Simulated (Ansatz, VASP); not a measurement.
## One calculation of P, two programs

```xyz
4
Lattice="1.6538 -5.4984 0.0000 1.6538 5.4984 0.0000 0.0000 0.0000 4.5469" Properties=species:S:1:pos:R:3 pbc="T T T"
P     1.6538    4.4481    4.1459
P     1.6538   -1.0503    2.6744
P     1.6538   -4.4481    0.4010
P     1.6538    1.0503    1.8725
```

Alike in both runs: task single point; functional r2SCAN; k mesh 8 × 8 × 6; occupations fermi-dirac, width 0.05 eV; no spin polarisation.

|  | VASP | Ansatz |
| --- | --- | --- |
| version | VASP 6.6.1 | Ansatz 0.2.0 |
| potentials or method | VASP PAW PBE potentials, release 64 (P), cutoff 520 eV | plane waves (500 eV) with PAW, scalar-relativistic |
| valence electrons in the cell | 20 | 20 |

```tsv
	VASP	Ansatz	Ansatz less VASP
pressure (GPa)	-0.7	-0.1	+0.62
traceless stress, the component that is largest in VASP (GPa)	0.34	0.24	-0.098
```

VASP's potentials were made for PBE, not for r2SCAN.
